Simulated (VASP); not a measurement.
# CuO (P4/nmm) in VASP: relaxation of cell and atoms with LDA

Aim: the relaxation of cell and atoms of CuO with LDA.

Everything below comes from runs of VASP 6.6.1. Logs are shortened: lines on timing, memory, paths and dates and some standing lists are left out, and cuts for length are marked.

## (1) The cell of the first run

The structure is tetragonal, space group P4/nmm (No. 129). The conventional cell has a = 3.175 Å, b = 3.175 Å, c = 4.650 Å, α = 90.00°, β = 90.00°, γ = 90.00°. Cu (site symmetry -4m2) has 4 O at 2.02 Å and 4 Cu at 2.25 Å within 2.7 Å. O (site symmetry 4mm) has 4 Cu at 2.02 Å within 2.7 Å.

## (2) Relaxation of cell and atoms, LDA

The input, INCAR:

```
SYSTEM = CuO
PREC = Accurate ; ENCUT = 600
EDIFF = 1E-6 ; ISMEAR = -1
SIGMA = 0.05 ; LREAL = .False.
LASPH = .True. ; NELM = 100
ALGO = Normal ; ISIF = 3
LWAVE = .False. ; LCHARG = .False.
GGA = CA ; IBRION = 2
NSW = 60 ; EDIFFG = -0.01
```

The input, KPOINTS:

```
Automatic mesh
0
Gamma
  8 8 6
  0 0 0
```

The input, POSCAR:

```
CuO
1.0
    3.1754955000      0.0000000000      0.0000000000
    0.0000000000      3.1754955000      0.0000000000
    0.0000000000      0.0000000000      4.6495318700
Cu O
2 2
Direct
    0.0000000000      0.0000000000      0.0000000000
    0.5000000000      0.5000000000      0.0000000000
    0.5000000000      0.0000000000      0.2670000000
    0.0000000000      0.5000000000      0.7330000000
```

Potentials or basis: VASP PAW LDA potentials, release 64 (Cu, O).

On the command line:

```
> cat potpaw_LDA.64/Cu/POTCAR potpaw_LDA.64/O/POTCAR > POTCAR
> mpirun -np 1 vasp_std > vasp.out
```

OUTCAR:

```text
SYSTEM = CuO
   PREC = Accurate
   ENCUT = 600
   EDIFF = 1E-6
   ISMEAR = -1
   LREAL = .False.
   LASPH = .True.
   NELM = 100
   ISIF = 3
   GGA = CA
   IBRION = 2
   NSW = 60
   EDIFFG = -0.01

 ion  position               nearest neighbor table
   1  0.000  0.000  0.000-   3 2.02   4 2.02   4 2.02   3 2.02   2 2.25   2 2.25   2 2.25   2 2.25

   2  0.500  0.500  0.000-   3 2.02   4 2.02   3 2.02   4 2.02   1 2.25   1 2.25   1 2.25   1 2.25

   3  0.500  0.000  0.267-   1 2.02   2 2.02   2 2.02   1 2.02
   4  0.000  0.500  0.733-   1 2.02   2 2.02   1 2.02   2 2.02

  LATTYP: Found a simple tetragonal cell.
 ALAT       =     3.1754955000
 C/A-ratio  =     1.4641909806

  Lattice vectors:

 A1 = (   3.1754955000,   0.0000000000,   0.0000000000)
 A2 = (   0.0000000000,   3.1754955000,   0.0000000000)
 A3 = (   0.0000000000,   0.0000000000,   4.6495318700)

Analysis of symmetry for initial positions (statically):
=====================================================================
 Subroutine PRICEL returns:
 Original cell was already a primitive cell.

 Routine SETGRP: Setting up the symmetry group for a
 simple tetragonal supercell.

 Subroutine GETGRP returns: Found 16 space group operations
 (whereof  8 operations were pure point group operations)
 out of a pool of 16 trial point group operations.

The static configuration has the point symmetry D_2d.
 The point group associated with its full space group is D_4h.

Analysis of symmetry for dynamics (positions and initial velocities):
=====================================================================
 Subroutine PRICEL returns:
 Original cell was already a primitive cell.

 Routine SETGRP: Setting up the symmetry group for a
 simple tetragonal supercell.

 Subroutine GETGRP returns: Found 16 space group operations
 (whereof  8 operations were pure point group operations)
 out of a pool of 16 trial point group operations.

The dynamic configuration has the point symmetry D_2d.
 The point group associated with its full space group is D_4h.

 Subroutine INISYM returns: Found 16 space group operations
 (whereof  8 operations are pure point group operations),
 and found     1 'primitive' translations

----------------------------------------------------------------------------------------

                                     Primitive cell

  volume of cell :      46.8848

  direct lattice vectors                    reciprocal lattice vectors
     3.175495500  0.000000000  0.000000000     0.314911484  0.000000000  0.000000000
     0.000000000  3.175495500  0.000000000     0.000000000  0.314911484  0.000000000
     0.000000000  0.000000000  4.649531870     0.000000000  0.000000000  0.215075416

  length of vectors
     3.175495500  3.175495500  4.649531870     0.314911484  0.314911484  0.215075416

  position of ions in fractional coordinates (direct lattice)
     0.000000000  0.000000000  0.000000000
     0.500000000  0.500000000  0.000000000
     0.500000000  0.000000000  0.267000000
     0.000000000  0.500000000  0.733000000

  ion indices of the primitive-cell ions
   primitive index   ion index
                 1           1
                 2           2
                 3           3
                 4           4

----------------------------------------------------------------------------------------

 KPOINTS: Automatic mesh

Automatic generation of k-mesh.
 Grid dimensions read from file:
 generate k-points for:    8    8    6

 Generating k-lattice:

  Cartesian coordinates                     Fractional coordinates (reciprocal lattice)
     0.039363935  0.000000000  0.000000000     0.125000000  0.000000000  0.000000000
     0.000000000  0.039363935  0.000000000     0.000000000  0.125000000  0.000000000
     0.000000000  0.000000000  0.035845903     0.000000000  0.000000000  0.166666667

  Length of vectors
     0.039363935  0.039363935  0.035845903

  Shift w.r.t. Gamma in fractional coordinates (k-lattice)
     0.000000000  0.000000000  0.000000000

 Subroutine IBZKPT returns following result:
 ===========================================

 Found     60 irreducible k-points:

 Following reciprocal coordinates:
            Coordinates               Weight
  0.000000  0.000000  0.000000      1.000000
  0.125000  0.000000  0.000000      4.000000
  0.250000  0.000000  0.000000      4.000000
  0.375000  0.000000  0.000000      4.000000
  0.500000  0.000000  0.000000      2.000000
  0.125000  0.125000  0.000000      4.000000
[... 16 lines left out ...]
  0.375000  0.125000  0.166667     16.000000
  0.500000  0.125000  0.166667      8.000000
 [... further k-points ...]
   k-points           NKPTS =     60   k-points in BZ     NKDIM =     60   number of bands    NBANDS=     21
   number of dos      NEDOS =    301   number of ions     NIONS =      4
   total plane-waves  NPLWV =  31360
   dimension x,y,z NGX =    28 NGY =   28 NGZ =   40
   dimension x,y,z NGXF=    56 NGYF=   56 NGZF=   80
   ions per type =               2   2
   NGX,Y,Z   is equivalent  to a cutoff of  14.66, 14.66, 14.30 a.u.
   NGXF,Y,Z  is equivalent  to a cutoff of  29.32, 29.32, 28.60 a.u.
 SYSTEM =  CuO
   PREC   = accura    normal or accurate (medium, high low for compatibility)
   ISTART =      0    job   : 0-new  1-cont  2-samecut
   ICHARG =      2    charge: 1-file 2-atom 10-const
   ISPIN  =      1    spin polarized calculation?
   LNONCOLLINEAR =      F non collinear calculations
   LSORBIT =      F    spin-orbit coupling
   LASPH  =      T    aspherical Exc in radial PAW
   ENCUT  =  600.0 eV  44.10 Ry    6.64 a.u.   6.34  6.34  9.29*2*pi/ulx,y,z
   NELM   =    100;   NELMIN=  2; NELMDL= -5     # of ELM steps
   EDIFF  = 0.1E-05   stopping-criterion for ELM
   LREAL  =      F    real-space projection
   EDIFFG = -.1E-01   stopping-criterion for IOM
   NSW    =     60    number of steps for IOM
   IBRION =      2    ionic relax: 0-MD 1-quasi-New 2-CG
   NFREE  =      1    steps in history (QN), initial steepest desc. (CG)
   ISIF   =      3    stress and relaxation
   ISYM   =      2    0-nonsym 1-usesym 2-fastsym
   POTIM  = 0.5000    time-step for ionic-motion
   TEBEG  =    0.0;   TEEND  =   0.0 temperature during run
   PSTRESS=    0.0 pullay stress
   NELECT =      34.0000    total number of electrons
   NUPDOWN=      -1.0000    fix difference up-down
   EMIN   =  10.00;   EMAX   =-10.00  energy-range for DOS
   EFERMI =   0.00;   METHOD = LEGACY
   ISMEAR =    -1;   SIGMA  =   0.05  broadening in eV -4-tet -1-fermi 0-gaus
   EFERMI_NEDOS =   21; number of points for ismear=-14 and -15
   IALGO  =     38    algorithm
   IMIX   =      4    mixing-type and parameters
     AMIX     =   0.40;   BMIX     =  1.00
     AMIX_MAG =   1.60;   BMIX_MAG =  1.00
  volume/ion in A,a.u.               =      11.72        79.10
  Fermi-wavevector in a.u.,A,eV,Ry     =   1.470812  2.779431 29.433305  2.163287
  Thomas-Fermi vector in A             =   2.586023
   LORBIT       =      0    0 simple, 1 ext, 2 COOP (PROOUT), +10 PAW based schemes
   GGA     = CA    functional components
   LHFCALC =     F    Hartree Fock is set to
   AEXX    =    0.0000 exact exchange contribution
   IVDW    =     0    specifies the selected vdW correction
   LEPSILON=     F    determine dielectric tensor
   LRPA    =     F    only Hartree local field effects (RPA)
 conjugate gradient relaxation of ions
 non-spin polarized calculation
  energy-cutoff  :      600.00
  volume of cell :       46.88
 maximum number of plane-waves:      1602
 NGX is ok and might be reduce to    28
   NGX = 13   NGY = 13   NGZ = 19

--------------------------------------- Ionic step        1  -------------------------------------------

 number of electron      34.0000000 magnetization

 Free energy of the ion-electron system (eV)
  ---------------------------------------------------
  ext. energy  EPLUGINS =         0.00000000
  ---------------------------------------------------
  free energy    TOTEN  =       -19.65495346 eV

  energy without entropy =      -19.59950800  energy(sigma->0) =      -19.62723073

------------------------ aborting loop because EDIFF is reached ----------------------------------------

  FORCE on cell =-STRESS in cart. coord.  units (eV):
  Direction    XX          YY          ZZ          XY          YZ          ZX
  --------------------------------------------------------------------------------------
  -------------------------------------------------------------------------------------
  Total        4.6714620      4.6714620     -5.4159175      0.0000000      0.0000000      0.0000000
  in kB      159.6361242    159.6361242   -185.0761211      0.0000000      0.0000000      0.0000000
  external PRESSURE =      44.7320425 kB  Pullay stress =       0.0000000 kB
[... 95 lines left out ...]
  FREE ENERGIE OF THE ION-ELECTRON SYSTEM (eV)
  ---------------------------------------------------
  free  energy   TOTEN  =       -21.0218229330 eV

  energy  without entropy=      -20.9551996608  energy(sigma->0) =      -20.98851130

 E-fermi :   2.4787     XC(G=0): -10.9136

 val. band max:        2.4773961218   @ k =   0.2500   0.0000   0.3333
 cond. band min:       2.4871449732   @ k =   0.3750   0.1250   0.3333
 fundamental gap:      0.0097488514
 Fermi energy:         2.4786926690

 k-point     1 :       0.0000    0.0000    0.0000
  band No.  band energies     occupation
      1     -15.7374      2.00000
      2     -14.7997      2.00000
      3      -2.1995      2.00000
      4      -2.0961      2.00000
      5      -2.0961      2.00000
      6      -1.9297      2.00000
[... 565 lines left out ...]
     20       7.9027      0.00000
     21      11.3209      0.00000

 [... further k-points ...]

[... ionic steps 4 to 33 ...]

--------------------------------------- Ionic step       34  -------------------------------------------

 number of electron      33.9999970 magnetization

------------------------ aborting loop because EDIFF is reached ----------------------------------------
[... 71 lines left out ...]
--------------------------------------- Ionic step       36  -------------------------------------------

 number of electron      33.9999969 magnetization

 Free energy of the ion-electron system (eV)
  ---------------------------------------------------
  ext. energy  EPLUGINS =         0.00000000
  ---------------------------------------------------
  free energy    TOTEN  =       -22.42663555 eV

  energy without entropy =      -22.40465767  energy(sigma->0) =      -22.41564661

 E-fermi :   3.9466     XC(G=0): -11.7149

 val. band max:        3.9297094595   @ k =   0.3750   0.1250   0.3333
 cond. band min:       3.9791478981   @ k =   0.3750   0.1250   0.3333
 fundamental gap:      0.0494384386
 Fermi energy:         3.9466281436

 k-point     1 :       0.0000    0.0000    0.0000
  band No.  band energies     occupation
      1     -15.3246      2.00000
      2     -13.8707      2.00000
      3      -1.9335      2.00000
      4      -1.9335      2.00000
      5       0.2343      2.00000
      6       0.8197      2.00000
[... 565 lines left out ...]
     20       9.8423      0.00000
     21      15.2654      0.00000

 [... further k-points ...]
[... 5 lines left out ...]
  --------------------------------------------------------------------------------------
  -------------------------------------------------------------------------------------
  Total       -0.0250997     -0.0250997     -0.0385377      0.0000000      0.0000000      0.0000000
  in kB       -0.9055123     -0.9055123     -1.3903102      0.0000000      0.0000000      0.0000000
  external PRESSURE =      -1.0671116 kB  Pullay stress =       0.0000000 kB
[... 19 lines left out ...]
  FREE ENERGIE OF THE ION-ELECTRON SYSTEM (eV)
  ---------------------------------------------------
  free  energy   TOTEN  =       -22.4266355516 eV

  energy  without entropy=      -22.4046576677  energy(sigma->0) =      -22.41564661

 reached required accuracy - stopping structural energy minimisation
```

Run time: 27 min. Hardware: 1 thread of Intel Xeon 6975P-C (Granite Rapids), shared host; peak memory 0.21 GiB.

Results:

```
Free energy                            : -22.4266 eV
Relaxed volume                         : 11.10 Å³/atom
Relaxed cell                           : a = 3.797 Å, b = 3.797 Å, c = 3.080 Å, α = 90.00°, β = 90.00°, γ = 90.00°
Space group after relaxing (to 0.05 Å) : P4/mmm (No. 123)
Energy gained by relaxing              : 692.9 meV/atom
Ionic steps                            : 36
Pressure after relaxing                : -0.1 GPa
Largest force after relaxing           : 0.009 eV/Å
Band gap on the k mesh                 : zero (band 17 reaches 6.07 eV, above the bottom of band 18 at 2.68 eV)
```

Forces in eV/Å, atoms in the order of the input:
```
Cu   0.000  0.000  0.000
Cu   0.000  0.000  0.000
O    0.000  0.000  0.009
O    0.000  0.000 -0.009
```

The path:
```tsv
step	energy change (eV)	largest force (eV/Å)	pressure (GPa)	volume (Å³)
1	0.0000	1.6185	4.47	46.88
2	-0.8368	1.3401	-1.81	48.90
3	-1.3669	1.3144	-8.64	50.70
4	-1.4686	1.3249	-12.05	51.31
5	-2.0192	0.4860	7.80	44.02
6	-2.0437	0.1891	19.92	41.11
7	-2.2024	0.2406	20.85	40.20
8	-2.4343	0.1054	21.03	37.23
9	-2.5772	0.2600	10.41	38.73
10	-2.6290	0.4222	0.21	40.54
11	-2.6291	0.4158	0.62	40.47
12	-2.6399	0.4061	0.64	40.65
13	-2.6678	0.3791	0.61	41.20
14	-2.7057	0.3181	1.09	42.28
15	-2.7298	0.1922	2.63	44.42
16	-2.7386	0.2041	-1.88	45.82
17	-2.7395	0.2023	-0.90	45.48
18	-2.7433	0.1739	-0.70	45.47
19	-2.7518	0.1110	-0.38	45.44
20	-2.7613	0.0498	0.20	45.37
21	-2.7684	0.0010	0.58	45.23
22	-2.7385	0.0310	-6.12	46.08
23	-2.7692	0.0023	-0.48	45.35
24	-2.7708	0.0065	-0.59	44.95
25	-2.7713	0.0124	-0.70	44.45
26	-2.7704	0.0124	1.15	43.90
27	-2.7716	0.0116	-0.03	44.28
28	-2.7716	0.0115	0.02	44.28
29	-2.7715	0.0121	-0.39	44.37
30	-2.7716	0.0125	-0.12	44.30
31	-2.7716	0.0135	-0.07	44.29
32	-2.7716	0.0131	-0.18	44.29
33	-2.7716	0.0104	0.05	44.30
34	-2.7716	0.0091	0.20	44.31
35	-2.7717	0.0099	0.14	44.34
36	-2.7717	0.0088	-0.11	44.41
```

Final structure:
```yaml
crystal:
  lattice:
    - [3.79742, 0.00000, 0.00000]
    - [0.00000, 3.79742, 0.00000]
    - [0.00000, 0.00000, 3.07969]
  atoms:
    - { symbol: Cu, position: [0.00000, 0.00000, 0.00000] }
    - { symbol: Cu, position: [0.50000, 0.50000, 0.00000] }
    - { symbol: O, position: [0.50000, 0.00000, 0.99457] }
    - { symbol: O, position: [0.00000, 0.50000, 0.00542] }
```

Caveat: semilocal functionals often make such compounds metallic where correlation or magnetic order opens a gap, which also shifts bond lengths. With open d or f shells a metallic result of LDA can be an artefact of self-interaction; +U or a hybrid may open a gap.
